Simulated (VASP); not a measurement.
# LiCl (Fm-3m) in VASP: further runs

LiCl is run at these levels: LDA; tasks: relaxation of cell and atoms, single point.

Program: VASP 6.6.1. These are calculated values, not measurements. Logs are shortened: lines on timing, memory, paths and dates and some standing lists are left out, and cuts for length are marked.

**1. The cell of the first run**

Symmetry: Fm-3m, No. 225, cubic system. The conventional cell has a = 4.964 Å, b = 4.964 Å, c = 4.964 Å, α = 90.00°, β = 90.00°, γ = 90.00°. Li (site symmetry m-3m) has 6 Cl at 2.48 Å within 3.3 Å. Cl (site symmetry m-3m) has 6 Li at 2.48 Å within 3.3 Å.

**2. Relaxation of cell and atoms, LDA**

Contents of INCAR:

```
ALGO = Normal ; EDIFF = 1E-7
EDIFFG = -0.001 ; ENCUT = 750
GGA = CA ; GGA_COMPAT = F
IBRION = 2 ; ISIF = 3
ISMEAR = 0 ; LASPH = T
LCHARG = F ; LREAL = F
LWAVE = F ; NELM = 120
NELMIN = 4 ; NSW = 80
PREC = Accurate ; SIGMA = 0.01
```

Contents of KPOINTS:

```
k-points
0
Gamma
  8 8 8
```

Contents of POSCAR:

```
LiCl
1.0
    0.0000000000      2.4820709611      2.4820709611
    2.4820709611      0.0000000000      2.4820709611
    2.4820709611      2.4820709611      0.0000000000
Li Cl
1 1
Direct
    0.0000000000      0.0000000000      0.0000000000
    0.5000000000      0.5000000000      0.5000000000
```

Potentials or basis: VASP PAW LDA potentials, release 64 (Li_sv, Cl).

Run with:

```bash
> cat potpaw_LDA.64/Li_sv/POTCAR potpaw_LDA.64/Cl/POTCAR > POTCAR
> mpirun -np 1 vasp_std > vasp.out
```

OUTCAR:

```text
EDIFF = 1E-7
   EDIFFG = -0.001
   ENCUT = 750
   GGA = CA
   IBRION = 2
   ISIF = 3
   ISMEAR = 0
   LASPH = T
   LREAL = F
   NELM = 120
   NELMIN = 4
   NSW = 80
   PREC = Accurate

 ion  position               nearest neighbor table
   1  0.000  0.000  0.000-   2 2.48   2 2.48   2 2.48   2 2.48   2 2.48   2 2.48
   2  0.500  0.500  0.500-   1 2.48   1 2.48   1 2.48   1 2.48   1 2.48   1 2.48

  LATTYP: Found a face centered cubic cell.
 ALAT       =     4.9641419222

  Lattice vectors:

 A1 = (   0.0000000000,   2.4820709611,   2.4820709611)
 A2 = (   2.4820709611,   0.0000000000,   2.4820709611)
 A3 = (   2.4820709611,   2.4820709611,   0.0000000000)

Analysis of symmetry for initial positions (statically):
=====================================================================
 Subroutine PRICEL returns:
 Original cell was already a primitive cell.

 Routine SETGRP: Setting up the symmetry group for a
 face centered cubic supercell.

 Subroutine GETGRP returns: Found 48 space group operations
 (whereof 48 operations were pure point group operations)
 out of a pool of 48 trial point group operations.

The static configuration has the point symmetry O_h .

Analysis of symmetry for dynamics (positions and initial velocities):
=====================================================================
 Subroutine PRICEL returns:
 Original cell was already a primitive cell.

 Routine SETGRP: Setting up the symmetry group for a
 face centered cubic supercell.

 Subroutine GETGRP returns: Found 48 space group operations
 (whereof 48 operations were pure point group operations)
 out of a pool of 48 trial point group operations.

The dynamic configuration has the point symmetry O_h .

 Subroutine INISYM returns: Found 48 space group operations
 (whereof 48 operations are pure point group operations),
 and found     1 'primitive' translations

----------------------------------------------------------------------------------------

                                     Primitive cell

  volume of cell :      30.5825

  direct lattice vectors                    reciprocal lattice vectors
     0.000000000  2.482070961  2.482070961    -0.201444684  0.201444684  0.201444684
     2.482070961  0.000000000  2.482070961     0.201444684 -0.201444684  0.201444684
     2.482070961  2.482070961  0.000000000     0.201444684  0.201444684 -0.201444684

  length of vectors
     3.510178416  3.510178416  3.510178416     0.348912427  0.348912427  0.348912427

  position of ions in fractional coordinates (direct lattice)
     0.000000000  0.000000000  0.000000000
     0.500000000  0.500000000  0.500000000

  ion indices of the primitive-cell ions
   primitive index   ion index
                 1           1
                 2           2

----------------------------------------------------------------------------------------

 KPOINTS: k-points

Automatic generation of k-mesh.
 Grid dimensions read from file:
 generate k-points for:    8    8    8

 Generating k-lattice:

  Cartesian coordinates                     Fractional coordinates (reciprocal lattice)
    -0.025180585  0.025180585  0.025180585     0.125000000  0.000000000  0.000000000
     0.025180585 -0.025180585  0.025180585     0.000000000  0.125000000  0.000000000
     0.025180585  0.025180585 -0.025180585     0.000000000  0.000000000  0.125000000

  Length of vectors
     0.043614053  0.043614053  0.043614053

  Shift w.r.t. Gamma in fractional coordinates (k-lattice)
     0.000000000  0.000000000  0.000000000

 Subroutine IBZKPT returns following result:
 ===========================================

 Found     29 irreducible k-points:

 Following reciprocal coordinates:
            Coordinates               Weight
  0.000000  0.000000  0.000000      1.000000
  0.125000  0.000000  0.000000      8.000000
  0.250000  0.000000  0.000000      8.000000
  0.375000  0.000000  0.000000      8.000000
  0.500000  0.000000  0.000000      4.000000
  0.125000  0.125000  0.000000      6.000000
[... 16 lines left out ...]
  0.500000  0.250000  0.125000     48.000000
 -0.375000  0.250000  0.125000     24.000000
 [... further k-points ...]
   k-points           NKPTS =     29   k-points in BZ     NKDIM =     29   number of bands    NBANDS=      9
   number of dos      NEDOS =    301   number of ions     NIONS =      2
   total plane-waves  NPLWV =  32768
   dimension x,y,z NGX =    32 NGY =   32 NGZ =   32
   dimension x,y,z NGXF=    64 NGYF=   64 NGZF=   64
   ions per type =               1   1
   NGX,Y,Z   is equivalent  to a cutoff of  15.16, 15.16, 15.16 a.u.
   NGXF,Y,Z  is equivalent  to a cutoff of  30.31, 30.31, 30.31 a.u.
 SYSTEM =  unknown system
   PREC   = accura    normal or accurate (medium, high low for compatibility)
   ISTART =      0    job   : 0-new  1-cont  2-samecut
   ICHARG =      2    charge: 1-file 2-atom 10-const
   ISPIN  =      1    spin polarized calculation?
   LNONCOLLINEAR =      F non collinear calculations
   LSORBIT =      F    spin-orbit coupling
   LASPH  =      T    aspherical Exc in radial PAW
   ENCUT  =  750.0 eV  55.12 Ry    7.42 a.u.   7.84  7.84  7.84*2*pi/ulx,y,z
   NELM   =    120;   NELMIN=  4; NELMDL= -5     # of ELM steps
   EDIFF  = 0.1E-06   stopping-criterion for ELM
   LREAL  =      F    real-space projection
   EDIFFG = -.1E-02   stopping-criterion for IOM
   NSW    =     80    number of steps for IOM
   IBRION =      2    ionic relax: 0-MD 1-quasi-New 2-CG
   NFREE  =      1    steps in history (QN), initial steepest desc. (CG)
   ISIF   =      3    stress and relaxation
   ISYM   =      2    0-nonsym 1-usesym 2-fastsym
   POTIM  = 0.5000    time-step for ionic-motion
   TEBEG  =    0.0;   TEEND  =   0.0 temperature during run
   PSTRESS=    0.0 pullay stress
   NELECT =      10.0000    total number of electrons
   NUPDOWN=      -1.0000    fix difference up-down
   EMIN   =  10.00;   EMAX   =-10.00  energy-range for DOS
   EFERMI =   0.00;   METHOD = LEGACY
   ISMEAR =     0;   SIGMA  =   0.01  broadening in eV -4-tet -1-fermi 0-gaus
   EFERMI_NEDOS =   21; number of points for ismear=-14 and -15
   IALGO  =     38    algorithm
   IMIX   =      4    mixing-type and parameters
     AMIX     =   0.40;   BMIX     =  1.00
     AMIX_MAG =   1.60;   BMIX_MAG =  1.00
  volume/ion in A,a.u.               =      15.29       103.19
  Fermi-wavevector in a.u.,A,eV,Ry     =   1.127848  2.131324 17.307175  1.272041
  Thomas-Fermi vector in A             =   2.264536
   LORBIT       =      0    0 simple, 1 ext, 2 COOP (PROOUT), +10 PAW based schemes
   GGA     = CA    functional components
   LHFCALC =     F    Hartree Fock is set to
   AEXX    =    0.0000 exact exchange contribution
   IVDW    =     0    specifies the selected vdW correction
   LEPSILON=     F    determine dielectric tensor
   LRPA    =     F    only Hartree local field effects (RPA)
 conjugate gradient relaxation of ions
 non-spin polarized calculation
 Gauss-broadening in eV      SIGMA  =   0.01
  energy-cutoff  :      750.00
  volume of cell :       30.58
 maximum number of plane-waves:      1458
   NGX = 15   NGY = 15   NGZ = 15

--------------------------------------- Ionic step        1  -------------------------------------------

 number of electron      10.0000000 magnetization

 number of electron       9.9999999 magnetization

 Free energy of the ion-electron system (eV)
  ---------------------------------------------------
  ext. energy  EPLUGINS =         0.00000000
  ---------------------------------------------------
  free energy    TOTEN  =        -8.09448199 eV

  energy without entropy =       -8.09448199  energy(sigma->0) =       -8.09448199

------------------------ aborting loop because EDIFF is reached ----------------------------------------

  FORCE on cell =-STRESS in cart. coord.  units (eV):
  Direction    XX          YY          ZZ          XY          YZ          ZX
  --------------------------------------------------------------------------------------
  -------------------------------------------------------------------------------------
  Total       -0.0134996     -0.0134996     -0.0134996      0.0000000      0.0000000     -0.0000000
  in kB       -0.7072259     -0.7072259     -0.7072259      0.0000000      0.0000000     -0.0000000
  external PRESSURE =      -0.7072259 kB  Pullay stress =       0.0000000 kB
[... 57 lines left out ...]
  energy  without entropy=       -8.0944908725  energy(sigma->0) =       -8.09449087

--------------------------------------- Ionic step        3  -------------------------------------------

 number of electron       9.9999999 magnetization

 Free energy of the ion-electron system (eV)
  ---------------------------------------------------
  ext. energy  EPLUGINS =         0.00000000
  ---------------------------------------------------
  free energy    TOTEN  =        -8.09449263 eV

  energy without entropy =       -8.09449263  energy(sigma->0) =       -8.09449263

 E-fermi :   1.3577     XC(G=0):  -9.5950

 val. band max:        1.2629708256   @ k =   0.0000   0.0000   0.0000
 cond. band min:       7.7786445639   @ k =   0.5000   0.0000   0.0000
 fundamental gap:      6.5156737383
 Fermi energy:         1.3577229655

 k-point     1 :       0.0000    0.0000    0.0000
  band No.  band energies     occupation
      1     -41.0665      2.00000
      2     -12.4478      2.00000
      3       1.2630      2.00000
      4       1.2630      2.00000
      5       1.2630      2.00000
      6       7.8827      0.00000
      7      13.0777      0.00000
      8      13.0777      0.00000
      9      13.0777      0.00000
[... 265 lines left out ...]
 k-point    24 :      -0.3750    0.2500    0.1250
  band No.  band energies     occupation
      1     -41.0602      2.00000
      2     -11.5572      2.00000
      3      -1.7733      2.00000
      4      -0.3398      2.00000
      5       0.5567      2.00000
      6       9.3715      0.00000
      7      10.4729      0.00000
      8      11.7550      0.00000
      9      13.4215      0.00000

 [... further k-points ...]
[... 5 lines left out ...]
  --------------------------------------------------------------------------------------
  -------------------------------------------------------------------------------------
  Total       -0.0003738     -0.0003738     -0.0003738      0.0000000     -0.0000000      0.0000000
  in kB       -0.0196141     -0.0196141     -0.0196141      0.0000000     -0.0000000      0.0000000
  external PRESSURE =      -0.0196141 kB  Pullay stress =       0.0000000 kB
[... 17 lines left out ...]
  FREE ENERGIE OF THE ION-ELECTRON SYSTEM (eV)
  ---------------------------------------------------
  free  energy   TOTEN  =        -8.0944926261 eV

  energy  without entropy=       -8.0944926261  energy(sigma->0) =       -8.09449263

 reached required accuracy - stopping structural energy minimisation
```

It took 26 s on 1 thread of Intel Xeon 8259CL, shared host; peak memory 0.15 GiB.

Results:

* Free energy: -8.0945 eV
* Relaxed volume: 15.27 Å³/atom
* Relaxed cell: a = 3.508 Å, b = 3.508 Å, c = 3.508 Å, α = 60.00°, β = 60.00°, γ = 60.00°
* Space group after relaxing (to 0.1 Å): Fm-3m (No. 225)
* Energy gained by relaxing: 0.0 meV/atom
* Ionic steps: 3
* Pressure after relaxing: 0.0 GPa
* Band gap on the k mesh: 6.52 eV (least direct gap 6.62 eV)

Final structure:
```xyz
2
Lattice="0.0000 2.4807 2.4807 2.4807 0.0000 2.4807 2.4807 2.4807 0.0000" Properties=species:S:1:pos:R:3 pbc="T T T"
Li    0.0000    0.0000    0.0000
Cl    2.4807    2.4807    2.4807
```

A k mesh can miss the band edges.

(Part 1 of 2 ends here.)
